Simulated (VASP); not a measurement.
The system is SiC.

```
Si C
1.0
     3.03182    0.00000    0.00000
    -1.51591    2.62563    0.00000
     0.00000    0.00000   14.86032
Si C
6 6
Cartesian
  1.5159 0.8752 6.8105
  0.0000 1.7504 14.2406
  1.5159 0.8752 11.7649
  0.0000 1.7504 4.3348
  0.0000 0.0000 9.2877
  0.0000 0.0000 1.8575
  1.5159 0.8752 4.9529
  0.0000 1.7504 12.3831
  1.5159 0.8752 9.9074
  0.0000 1.7504 2.4772
  0.0000 0.0000 7.4302
  0.0000 0.0000 0.0000
```

Base run:

```yaml
Program: VASP 6.6.1
Functional: revPBE
Dispersion: D4
Potentials_or_basis: VASP PAW PBE potentials, release 64 (Si, C)
Cutoff: 520 eV
k_mesh: 10 × 10 × 2
Occupations: fermi-dirac, width 0.05 eV
Spin: no spin polarisation
```

Its results: band gap on the k mesh 2.01 eV (least direct gap 3.11 eV); pressure 7.4 GPa; largest force 0.157 eV/Å.

**Question.** After a change of settings the same cell gave: band gap on the k mesh 2.39 eV (least direct gap 3.56 eV); pressure 9.0 GPa; largest force 0.161 eV/Å. Which change was it?
A. functional from revPBE to PBE
B. functional from revPBE to r2SCAN; dispersion from D4 to D3(BJ)
C. functional from revPBE to BLYP; further incar settings from ALGO = Normal; EDIFF = 1e-06; NBANDS = 36 to ALGO = Normal; EDIFF = 1e-07; NBANDS = 36
D. functional from revPBE to PBE; dispersion from D4 to none

**Answer.** B.

Caveats: the cell stands under pressure; the PAW data sets were made with another functional, which shifts forces and pressure a little.
